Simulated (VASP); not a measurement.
# Mg (P6_3/mmc) in VASP: further runs

Mg is run at these levels: LDA; tasks: single point, relaxation of cell and atoms.

All numbers are computed with VASP 6.6.1; they aren't measurements. Logs are shortened: lines on timing, memory, paths and dates and some standing lists are left out, and cuts for length are marked.

## (1) The cell of the first run

The structure is hexagonal, space group P6_3/mmc (No. 194). Conventional cell: a = 3.146 Å, b = 3.146 Å, c = 10.109 Å, α = 90.00°, β = 90.00°, γ = 120.00°. Mg (site symmetry -3m) has 12 Mg at 3.11 to 3.15 Å within 4.1 Å. Mg (site symmetry -6m2) has 12 Mg at 3.11 to 3.15 Å within 4.1 Å.

## (2) Single point, LDA

File INCAR:

```
  PREC = Accurate
  ENCUT = 520
  EDIFF = 1E-6
  ISMEAR = 0
  SIGMA = 0.1
  LREAL = F
  LASPH = T
  NELM = 100
  ALGO = Normal
  ISIF = 2
  LWAVE = F
  LCHARG = F
  NBANDS = 12
```

File KPOINTS:

```
regular mesh
0
Gamma
  15 15 4
```

File POSCAR:

```
Mg
1.0
    3.1460076403      0.0000000000      0.0000000000
   -1.5730038201      2.7245225370      0.0000000000
    0.0000000000      0.0000000000     10.1089747163
Mg
4
Direct
    0.0000000000      0.0000000000      0.0000000000
    0.3333333333      0.6666666667      0.2500000000
    0.0000000000      0.0000000000      0.5000000000
    0.6666666667      0.3333333333      0.7500000000
```

Potentials or basis: VASP PAW LDA potentials, release 64 (Mg).

Command:

```
> cat potpaw_LDA.64/Mg/POTCAR > POTCAR
> mpirun -np 1 vasp_std > vasp.out
```

OUTCAR:

```text
PREC = Accurate
   ENCUT = 520
   EDIFF = 1E-6
   ISMEAR = 0
   LREAL = F
   LASPH = T
   NELM = 100
   ISIF = 2

 ion  position               nearest neighbor table
   1  0.000  0.000  0.000-   2 3.11   4 3.11   2 3.11   4 3.11   4 3.11   2 3.11
   2  0.333  0.667  0.250-   1 3.11   3 3.11   1 3.11   3 3.11   1 3.11   3 3.11
   3  0.000  0.000  0.500-   2 3.11   4 3.11   2 3.11   4 3.11   4 3.11   2 3.11
   4  0.667  0.333  0.750-   1 3.11   3 3.11   1 3.11   3 3.11   1 3.11   3 3.11

  LATTYP: Found a hexagonal cell.
 ALAT       =     3.1460076403
 C/A-ratio  =     3.2132708728

  Lattice vectors:

 A1 = (   3.1460076403,   0.0000000000,   0.0000000000)
 A2 = (  -1.5730038201,   2.7245225370,   0.0000000000)
 A3 = (   0.0000000000,   0.0000000000,  10.1089747163)

Analysis of symmetry for initial positions (statically):
=====================================================================
 Subroutine PRICEL returns:
 Original cell was already a primitive cell.

 Routine SETGRP: Setting up the symmetry group for a
 hexagonal supercell.

 Subroutine GETGRP returns: Found 24 space group operations
 (whereof 12 operations were pure point group operations)
 out of a pool of 24 trial point group operations.

The static configuration has the point symmetry D_3d.
 The point group associated with its full space group is D_6h.

Analysis of symmetry for dynamics (positions and initial velocities):
=====================================================================
 Subroutine PRICEL returns:
 Original cell was already a primitive cell.

 Routine SETGRP: Setting up the symmetry group for a
 hexagonal supercell.

 Subroutine GETGRP returns: Found 24 space group operations
 (whereof 12 operations were pure point group operations)
 out of a pool of 24 trial point group operations.

The dynamic configuration has the point symmetry D_3d.
 The point group associated with its full space group is D_6h.

 Subroutine INISYM returns: Found 24 space group operations
 (whereof 12 operations are pure point group operations),
 and found     1 'primitive' translations

----------------------------------------------------------------------------------------

                                     Primitive cell

  volume of cell :      86.6477

  direct lattice vectors                    reciprocal lattice vectors
     3.146007640  0.000000000  0.000000000     0.317863182  0.183518394  0.000000000
[... 102 lines left out ...]
   NUPDOWN=      -1.0000    fix difference up-down
   EMIN   =  10.00;   EMAX   =-10.00  energy-range for DOS
   EFERMI =   0.00;   METHOD = LEGACY
   ISMEAR =     0;   SIGMA  =   0.10  broadening in eV -4-tet -1-fermi 0-gaus
   EFERMI_NEDOS =   21; number of points for ismear=-14 and -15
   IALGO  =     38    algorithm
   IMIX   =      4    mixing-type and parameters
     AMIX     =   0.40;   BMIX     =  1.00
     AMIX_MAG =   1.60;   BMIX_MAG =  1.00
  volume/ion in A,a.u.               =      21.66       146.18
  Fermi-wavevector in a.u.,A,eV,Ry     =   0.739922  1.398249  7.448973  0.547484
  Thomas-Fermi vector in A             =   1.834200
   LORBIT       =      0    0 simple, 1 ext, 2 COOP (PROOUT), +10 PAW based schemes
   GGA     = CA    functional components
   LHFCALC =     F    Hartree Fock is set to
   AEXX    =    0.0000 exact exchange contribution
   IVDW    =     0    specifies the selected vdW correction
   LEPSILON=     F    determine dielectric tensor
   LRPA    =     F    only Hartree local field effects (RPA)
 non-spin polarized calculation
 Gauss-broadening in eV      SIGMA  =   0.10
  energy-cutoff  :      520.00
  volume of cell :       86.65
 maximum number of plane-waves:      2366
 NGX is ok and might be reduce to    24
   NGX = 11   NGY = 11   NGZ = 37

 number of electron       8.0000000 magnetization

 Free energy of the ion-electron system (eV)
  ---------------------------------------------------
  ext. energy  EPLUGINS =         0.00000000
  ---------------------------------------------------
  free energy    TOTEN  =        -7.21829146 eV

  energy without entropy =       -7.20781357  energy(sigma->0) =       -7.21305252

 E-fermi :   2.7698     XC(G=0):  -8.8689

 val. band max:        2.7655668500   @ k =   0.4000   0.0667   0.5000
 cond. band min:       2.7967621109   @ k =   0.3333   0.1333   0.2500
 fundamental gap:      0.0311952609
 Fermi energy:         2.7697607786

 k-point     1 :       0.0000    0.0000    0.0000
  band No.  band energies     occupation
      1      -4.3955      2.00000
      2      -2.9321      2.00000
      3      -2.9320      2.00000
      4       1.0862      2.00000
      5       1.6034      2.00000
      6       8.1169      0.00000
      7       8.1284      0.00000
      8      13.9202      0.00000
      9      13.9202      0.00000
     10      13.9908      0.00000
     11      13.9908      0.00000
     12      14.7126      0.00000
[... 331 lines left out ...]
 k-point    24 :       0.4000    0.2000    0.0000
  band No.  band energies     occupation
      1       1.1018      2.00000
      2       1.1142      2.00000
      3       2.2012      2.00000
      4       2.2132      2.00000
      5       2.8130      0.54043
      6       2.8213      0.46580
      7       4.7437      0.00000
      8       5.9802      0.00000
      9       6.1718      0.00000
     10       6.1800      0.00000
     11       6.6348      0.00000
     12       7.5807      0.00000

 [... further k-points ...]

------------------------ aborting loop because EDIFF is reached ----------------------------------------

  FORCE on cell =-STRESS in cart. coord.  units (eV):
  Direction    XX          YY          ZZ          XY          YZ          ZX
  --------------------------------------------------------------------------------------
  -------------------------------------------------------------------------------------
  Total       -0.1614888     -0.1614888     -0.1565374     -0.0000000      0.0000000      0.0000000
  in kB       -2.9860413     -2.9860413     -2.8944865     -0.0000000      0.0000000      0.0000000
  external PRESSURE =      -2.9555231 kB  Pullay stress =       0.0000000 kB

 VOLUME and BASIS-vectors are now :
 -----------------------------------------------------------------------------
  energy-cutoff  :      520.00
  volume of cell :       86.65
      direct lattice vectors                 reciprocal lattice vectors
     3.146007640  0.000000000  0.000000000     0.317863182  0.183518394  0.000000000
    -1.573003820  2.724522537  0.000000000     0.000000000  0.367036788  0.000000000
     0.000000000  0.000000000 10.108974716     0.000000000  0.000000000  0.098922000

 POSITION                                       TOTAL-FORCE (eV/Angst)
 -----------------------------------------------------------------------------------
      0.00000      0.00000      0.00000        -0.000000      0.000000      0.000000
     -0.00000      1.81635      2.52724        -0.000000      0.000000     -0.000000
      0.00000      0.00000      5.05449        -0.000000      0.000000      0.000000
      1.57300      0.90817      7.58173         0.000000      0.000000      0.000000
 -----------------------------------------------------------------------------------
    total drift:                                0.000000     -0.000000      0.000000

  FREE ENERGIE OF THE ION-ELECTRON SYSTEM (eV)
  ---------------------------------------------------
  free  energy   TOTEN  =        -7.2182914564 eV

  energy  without entropy=       -7.2078135738  energy(sigma->0) =       -7.21305252
```

Run time: 24 s. Hardware: 1 thread of AMD EPYC 9R45 (Zen 5), shared host; peak memory 0.18 GiB.

What came out:

* Free energy: -7.2183 eV
* Pressure: -0.3 GPa
* Band gap on the k mesh: zero (band 4 reaches 3.75 eV, above the bottom of band 5 at 1.60 eV)

## (3) Relaxation of cell and atoms, LDA

This run uses another cell than the first one, of 23.02 Å³/atom, 1.063 times its volume.

File INCAR:

```
ALGO = Normal ; EDIFF = 1E-6
EDIFFG = -0.005 ; ENCUT = 600
GGA = CA ; IBRION = 2
ISIF = 3 ; ISMEAR = 0
LASPH = True ; LCHARG = False
LREAL = False ; LWAVE = False
NELM = 100 ; NSW = 70
PREC = Accurate ; SIGMA = 0.1
```

File KPOINTS:

```
k-points
0
Gamma
  15 15 4
```

File POSCAR:

```
Mg
1.0
    3.2102761295      0.0000000000      0.0000000000
   -1.6051380647      2.7801806813      0.0000000000
    0.0000000000      0.0000000000     10.3191049828
Mg
4
Direct
    0.0000000000      0.0000000000      0.0000000000
    0.3333333333      0.6666666667      0.2500000000
    0.0000000000      0.0000000000      0.5000000000
    0.6666666667      0.3333333333      0.7500000000
```

Potentials or basis: VASP PAW LDA potentials, release 64 (Mg).

Command:

```
> cat potpaw_LDA.64/Mg/POTCAR > POTCAR
> mpirun -np 1 vasp_std > vasp.out
```

Run time: 64 s. Hardware: 1 thread of AMD EPYC 9R45 (Zen 5), shared host; peak memory 0.22 GiB.

Results (log left out):

| Property | Result |
| --- | --- |
| Free energy | -7.2191 eV |
| Relaxed volume | 21.50 Å³/atom |
| Relaxed cell | a = 3.138 Å, b = 3.138 Å, c = 10.082 Å, α = 90.00°, β = 90.00°, γ = 120.00° |
| Space group after relaxing (to 0.05 Å) | P6_3/mmc (No. 194) |
| Energy gained by relaxing | 12.1 meV/atom |
| Ionic steps | 5 |
| Pressure after relaxing | 0.0 GPa |
| Band gap on the k mesh | zero (band 4 reaches 3.79 eV, above the bottom of band 5 at 1.65 eV) |

Step by step:
```tsv
step	energy change (eV)	largest force (eV/Å)	pressure (GPa)	volume (Å³)
1	0.0000	0.0000	-2.40	92.10
2	-0.0448	0.0000	-0.70	87.58
3	-0.0483	0.0000	-0.03	86.07
4	-0.0483	0.0000	0.03	85.95
5	-0.0483	0.0000	0.01	86.00
```

Final structure:
```
CELL_PARAMETERS angstrom
3.13834 0.00000 0.00000
-1.56917 2.71788 0.00000
0.00000 0.00000 10.08189
ATOMIC_POSITIONS crystal
Mg 0.00000 0.00000 0.00000
Mg 0.33333 0.66667 0.25000
Mg 0.00000 0.00000 0.50000
Mg 0.66667 0.33333 0.75000
```

Levels at points of the mesh, in eV from the Fermi level:
| k point | band 1 | band 2 | band 3 | band 4 | band 5 | band 6 | band 7 | band 8 |
| --- | --- | --- | --- | --- | --- | --- | --- | --- |
| (0.00, 0.00, 0.00) | -7.20 | -5.73 | -5.73 | -1.69 | -1.16 | 5.37 | 5.39 | 11.19 |
| (0.00, 0.00, 0.50) | -6.83 | -6.83 | -3.92 | -3.92 | 1.70 | 1.70 | 9.52 | 9.52 |
